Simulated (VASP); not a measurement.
# Ti (Im-3m) in VASP: single point with r2SCAN

Aim: the single point of Ti with r2SCAN.

Program: VASP 6.6.1. These are calculated values, not measurements. Logs are shortened: lines on timing, memory, paths and dates and some standing lists are left out, and cuts for length are marked.

**1. The cell of the first run**

The structure is cubic, space group Im-3m (No. 229). The conventional cell has a = 3.282 Å, b = 3.282 Å, c = 3.282 Å, α = 90.00°, β = 90.00°, γ = 90.00°. Ti (site symmetry m-3m) has 14 Ti at 2.84 to 3.28 Å within 3.7 Å.

**2. Single point, r2SCAN**

Contents of POSCAR:

```
Ti
1.0
   -1.6410000000      1.6410000000      1.6410000000
    1.6410000000     -1.6410000000      1.6410000000
    1.6410000000      1.6410000000     -1.6410000000
Ti
1
Direct
    0.0000000000      0.0000000000      0.0000000000
```

Contents of INCAR.step1:

```
  ALGO = Normal
  EDIFF = 1E-4
  ENCUT = 520
  GGA = PE
  ISMEAR = 0
  LASPH = True
  LCHARG = False
  LREAL = False
  LWAVE = True
  NBANDS = 12
  NELM = 80
  PREC = Accurate
  SIGMA = 0.3
```

Contents of INCAR.step2:

```
  ALGO = Normal
  EDIFF = 1E-7
  ENCUT = 520
  ISIF = 2
  ISMEAR = 0
  ISTART = 1
  LASPH = True
  LCHARG = False
  LMIXTAU = True
  LREAL = False
  LWAVE = False
  METAGGA = R2SCAN
  NBANDS = 12
  NELM = 80
  PREC = Accurate
  SIGMA = 0.3
```

Contents of KPOINTS:

```
k-points
0
Gamma
  6 6 6
```

Potentials or basis: VASP PAW PBE potentials, release 64 (Ti_sv).

Started as:

```console
$ cat potpaw_PBE.64/Ti_sv/POTCAR > POTCAR
$ cp INCAR.step1 INCAR
$ mpirun -np 1 vasp_std > vasp.out
$ cp INCAR.step2 INCAR
$ mpirun -np 1 vasp_std > vasp.out
```

OUTCAR:

```text
EDIFF = 1E-7
   ENCUT = 520
   ISIF = 2
   ISMEAR = 0
   ISTART = 1
   LASPH = True
   LREAL = False
   METAGGA = R2SCAN
   NELM = 80
   PREC = Accurate

 ion  position               nearest neighbor table
   1  0.000  0.000  0.000-

  LATTYP: Found a body centered cubic cell.
 ALAT       =     3.2820000000

  Lattice vectors:

 A1 = (  -1.6410000000,   1.6410000000,   1.6410000000)
 A2 = (   1.6410000000,  -1.6410000000,   1.6410000000)
 A3 = (   1.6410000000,   1.6410000000,  -1.6410000000)

Analysis of symmetry for initial positions (statically):
=====================================================================
 Subroutine PRICEL returns:
 Original cell was already a primitive cell.

 Routine SETGRP: Setting up the symmetry group for a
 body centered cubic supercell.

 Subroutine GETGRP returns: Found 48 space group operations
 (whereof 48 operations were pure point group operations)
 out of a pool of 48 trial point group operations.

The static configuration has the point symmetry O_h .

Analysis of symmetry for dynamics (positions and initial velocities):
=====================================================================
 Subroutine PRICEL returns:
 Original cell was already a primitive cell.

 Routine SETGRP: Setting up the symmetry group for a
 body centered cubic supercell.

 Subroutine GETGRP returns: Found 48 space group operations
 (whereof 48 operations were pure point group operations)
 out of a pool of 48 trial point group operations.

The dynamic configuration has the point symmetry O_h .

 Subroutine INISYM returns: Found 48 space group operations
 (whereof 48 operations are pure point group operations),
 and found     1 'primitive' translations

----------------------------------------------------------------------------------------

                                     Primitive cell

  volume of cell :      17.6761

  direct lattice vectors                    reciprocal lattice vectors
    -1.641000000  1.641000000  1.641000000     0.000000000  0.304692261  0.304692261
     1.641000000 -1.641000000  1.641000000     0.304692261  0.000000000  0.304692261
     1.641000000  1.641000000 -1.641000000     0.304692261  0.304692261  0.000000000

  length of vectors
     2.842295375  2.842295375  2.842295375     0.430899928  0.430899928  0.430899928

  position of ions in fractional coordinates (direct lattice)
     0.000000000  0.000000000  0.000000000

  ion indices of the primitive-cell ions
   primitive index   ion index
                 1           1

----------------------------------------------------------------------------------------

 KPOINTS: k-points

Automatic generation of k-mesh.
 Grid dimensions read from file:
 generate k-points for:    6    6    6

 Generating k-lattice:

  Cartesian coordinates                     Fractional coordinates (reciprocal lattice)
     0.000000000  0.050782043  0.050782043     0.166666667  0.000000000  0.000000000
     0.050782043  0.000000000  0.050782043     0.000000000  0.166666667  0.000000000
     0.050782043  0.050782043  0.000000000     0.000000000  0.000000000  0.166666667

  Length of vectors
     0.071816655  0.071816655  0.071816655

  Shift w.r.t. Gamma in fractional coordinates (k-lattice)
     0.000000000  0.000000000  0.000000000

 Subroutine IBZKPT returns following result:
 ===========================================

 Found     16 irreducible k-points:

 Following reciprocal coordinates:
            Coordinates               Weight
  0.000000  0.000000  0.000000      1.000000
  0.166667  0.000000  0.000000     12.000000
  0.333333  0.000000  0.000000     12.000000
  0.500000  0.000000  0.000000      6.000000
  0.166667  0.166667  0.000000     24.000000
  0.333333  0.166667  0.000000     48.000000
[... 8 lines left out ...]
  0.500000  0.500000  0.333333     12.000000
  0.500000  0.500000  0.500000      1.000000
   k-points           NKPTS =     16   k-points in BZ     NKDIM =     16   number of bands    NBANDS=     12
   number of dos      NEDOS =    301   number of ions     NIONS =      1
   total plane-waves  NPLWV =  13824
   dimension x,y,z NGX =    24 NGY =   24 NGZ =   24
   dimension x,y,z NGXF=    48 NGYF=   48 NGZF=   48
   ions per type =               1
   NGX,Y,Z   is equivalent  to a cutoff of  14.04, 14.04, 14.04 a.u.
   NGXF,Y,Z  is equivalent  to a cutoff of  28.08, 28.08, 28.08 a.u.
 SYSTEM =  unknown system
   PREC   = accura    normal or accurate (medium, high low for compatibility)
   ISTART =      1    job   : 0-new  1-cont  2-samecut
   ICHARG =      0    charge: 1-file 2-atom 10-const
   ISPIN  =      1    spin polarized calculation?
   LNONCOLLINEAR =      F non collinear calculations
   LSORBIT =      F    spin-orbit coupling
   LASPH  =      T    aspherical Exc in radial PAW
   ENCUT  =  520.0 eV  38.22 Ry    6.18 a.u.   5.28  5.28  5.28*2*pi/ulx,y,z
   NELM   =     80;   NELMIN=  2; NELMDL=  0     # of ELM steps
   EDIFF  = 0.1E-06   stopping-criterion for ELM
   LREAL  =      F    real-space projection
   EDIFFG = 0.1E-05   stopping-criterion for IOM
   NSW    =      0    number of steps for IOM
   IBRION =     -1    ionic relax: 0-MD 1-quasi-New 2-CG
   NFREE  =      0    steps in history (QN), initial steepest desc. (CG)
   ISIF   =      2    stress and relaxation
   ISYM   =      2    0-nonsym 1-usesym 2-fastsym
   POTIM  = 0.5000    time-step for ionic-motion
   TEBEG  =    0.0;   TEEND  =   0.0 temperature during run
   PSTRESS=    0.0 pullay stress
   NELECT =      12.0000    total number of electrons
   NUPDOWN=      -1.0000    fix difference up-down
   EMIN   =  10.00;   EMAX   =-10.00  energy-range for DOS
   EFERMI =   0.00;   METHOD = LEGACY
   ISMEAR =     0;   SIGMA  =   0.30  broadening in eV -4-tet -1-fermi 0-gaus
   EFERMI_NEDOS =   21; number of points for ismear=-14 and -15
   IALGO  =     38    algorithm
   IMIX   =      4    mixing-type and parameters
     AMIX     =   0.40;   BMIX     =  1.00
     AMIX_MAG =   1.60;   BMIX_MAG =  1.00
  volume/ion in A,a.u.               =      17.68       119.28
  Fermi-wavevector in a.u.,A,eV,Ry     =   1.438821  2.718977 28.166848  2.070205
  Thomas-Fermi vector in A             =   2.557745
   LORBIT       =      0    0 simple, 1 ext, 2 COOP (PROOUT), +10 PAW based schemes
   METAGGA = R2SCAN    functional components
   LHFCALC =     F    Hartree Fock is set to
   AEXX    =    0.0000 exact exchange contribution
   IVDW    =     0    specifies the selected vdW correction
   LEPSILON=     F    determine dielectric tensor
   LRPA    =     F    only Hartree local field effects (RPA)
 non-spin polarized calculation
 Gauss-broadening in eV      SIGMA  =   0.30
  energy-cutoff  :      520.00
  volume of cell :       17.68
 maximum number of plane-waves:       490
 NGX is ok and might be reduce to    24
   NGX = 11   NGY = 11   NGZ = 11

 number of electron      12.0000001 magnetization

 Free energy of the ion-electron system (eV)
  ---------------------------------------------------
  ext. energy  EPLUGINS =         0.00000000
  ---------------------------------------------------
  free energy    TOTEN  =       -12.85429538 eV

  energy without entropy =      -12.74659046  energy(sigma->0) =      -12.80044292

 E-fermi :   7.9275     XC(G=0): -12.3119

 val. band max:        7.7588978907   @ k =  -0.3333   0.3333   0.1667
 cond. band min:       7.9330139623   @ k =   0.3333   0.0000   0.0000
 fundamental gap:      0.1741160716
 Fermi energy:         7.9274917085

 k-point     1 :       0.0000    0.0000    0.0000
  band No.  band energies     occupation
      1     -51.0421      2.00000
      2     -25.8635      2.00000
      3     -25.8635      2.00000
      4     -25.8635      2.00000
      5       1.6359      2.00000
      6       9.0482      0.00000
      7       9.0482      0.00000
      8       9.0482      0.00000
      9      10.7744      0.00000
     10      10.7744      0.00000
     11      25.9008      0.00000
     12      25.9008      0.00000

 k-point     2 :       0.1667    0.0000    0.0000
  band No.  band energies     occupation
      1     -51.0106      2.00000
      2     -26.0325      2.00000
      3     -25.9150      2.00000
      4     -25.8648      2.00000
      5       2.5656      2.00000
      6       8.6464      0.00070
      7       8.8081      0.00003
      8       9.7122      0.00000
      9      10.4730      0.00000
     10      10.8104      0.00000
     11      24.1058      0.00000
     12      25.3193      0.00000

 k-point     3 :       0.3333    0.0000    0.0000
  band No.  band energies     occupation
      1     -50.9469      2.00000
      2     -26.3598      2.00000
      3     -26.0167      2.00000
      4     -25.8673      2.00000
      5       4.6159      2.00000
      6       7.9330      0.97923
      7       8.2057      0.18968
      8      10.6472      0.00000
      9      10.9796      0.00000
     10      11.2960      0.00000
     11      19.6562      0.00000
     12      22.9156      0.00000

 k-point     4 :       0.5000    0.0000    0.0000
  band No.  band energies     occupation
      1     -50.9148      2.00000
      2     -26.5187      2.00000
      3     -26.0669      2.00000
      4     -25.8686      2.00000
      5       5.3953      2.00000
      6       7.6118      1.86329
      7       8.8424      0.00002
      8      10.7820      0.00000
      9      11.1221      0.00000
     10      12.3016      0.00000
     11      16.8922      0.00000
     12      21.7209      0.00000

 k-point     5 :       0.1667    0.1667    0.0000
  band No.  band energies     occupation
      1     -50.9629      2.00000
      2     -26.2531      2.00000
      3     -25.9833      2.00000
      4     -25.9021      2.00000
      5       4.1497      2.00000
      6       8.0448      0.58038
      7       8.2199      0.16813
      8      10.3139      0.00000
      9      10.9747      0.00000
     10      11.0992      0.00000
     11      21.9871      0.00000
     12      22.4538      0.00000
[... 108 lines left out ...]
      1     -50.8820      2.00000
      2     -26.3827      2.00000
      3     -26.2320      2.00000
      4     -26.0230      2.00000
      5       6.4797      2.00000
      6       6.8914      2.00000
      7       8.4640      0.01143
      8      10.4439      0.00000
      9      11.4299      0.00000
     10      13.8923      0.00000
     11      18.3012      0.00000
     12      18.4371      0.00000

 k-point    14 :      -0.3333    0.3333    0.3333
  band No.  band energies     occupation
      1     -50.8736      2.00000
      2     -26.2905      2.00000
      3     -26.1919      2.00000
      4     -26.1919      2.00000
      5       6.0067      2.00000
      6       6.7846      2.00000
      7      10.0745      0.00000
      8      10.0745      0.00000
      9      11.1557      0.00000
     10      12.6718      0.00000
     11      20.3486      0.00000
     12      20.3487      0.00000

 k-point    15 :       0.5000    0.5000    0.3333
  band No.  band energies     occupation
      1     -50.8489      2.00000
      2     -26.3618      2.00000
      3     -26.2492      2.00000
      4     -26.2015      2.00000
      5       6.1416      2.00000
      6       6.1967      2.00000
      7      10.3264      0.00000
      8      10.5581      0.00000
      9      12.0375      0.00000
     10      15.3064      0.00000
     11      16.6037      0.00000
     12      18.6389      0.00000

 k-point    16 :       0.5000    0.5000    0.5000
  band No.  band energies     occupation
      1     -50.8269      2.00000
      2     -26.3087      2.00000
      3     -26.3087      2.00000
      4     -26.3087      2.00000
      5       5.7188      2.00000
      6       5.7188      2.00000
      7      11.9518      0.00000
      8      11.9518      0.00000
      9      11.9519      0.00000
     10      16.5410      0.00000
     11      16.5412      0.00000
     12      16.5412      0.00000

------------------------ aborting loop because EDIFF is reached ----------------------------------------

  FORCE on cell =-STRESS in cart. coord.  units (eV):
  Direction    XX          YY          ZZ          XY          YZ          ZX
  --------------------------------------------------------------------------------------
  -------------------------------------------------------------------------------------
  Total       -0.1576754     -0.1576754     -0.1576754     -0.0000000     -0.0000000      0.0000000
  in kB      -14.2918593    -14.2918593    -14.2918593     -0.0000000     -0.0000000      0.0000000
  external PRESSURE =     -14.2918593 kB  Pullay stress =       0.0000000 kB

 VOLUME and BASIS-vectors are now :
 -----------------------------------------------------------------------------
  energy-cutoff  :      520.00
  volume of cell :       17.68
      direct lattice vectors                 reciprocal lattice vectors
    -1.641000000  1.641000000  1.641000000     0.000000000  0.304692261  0.304692261
     1.641000000 -1.641000000  1.641000000     0.304692261  0.000000000  0.304692261
     1.641000000  1.641000000 -1.641000000     0.304692261  0.304692261  0.000000000

 POSITION                                       TOTAL-FORCE (eV/Angst)
 -----------------------------------------------------------------------------------
      0.00000      0.00000      0.00000        -0.000000     -0.000000      0.000000
 -----------------------------------------------------------------------------------
    total drift:                               -0.000000      0.000000      0.000000

  FREE ENERGIE OF THE ION-ELECTRON SYSTEM (eV)
  ---------------------------------------------------
  free  energy   TOTEN  =       -12.8542953765 eV

  energy  without entropy=      -12.7465904558  energy(sigma->0) =      -12.80044292
```

Run time: 68 s. Hardware: 1 thread of Intel Xeon 8259CL, shared host; peak memory 0.11 GiB.

Results:

```
Free energy            : -12.8543 eV
Pressure               : -1.4 GPa
Band gap on the k mesh : zero (band 6 reaches 9.05 eV, above the bottom of band 7 at 7.31 eV)
```

Caveat: the k points lie up to 0.45 Å⁻¹ apart; the PAW data sets were made with another functional, which shifts forces and pressure a little.
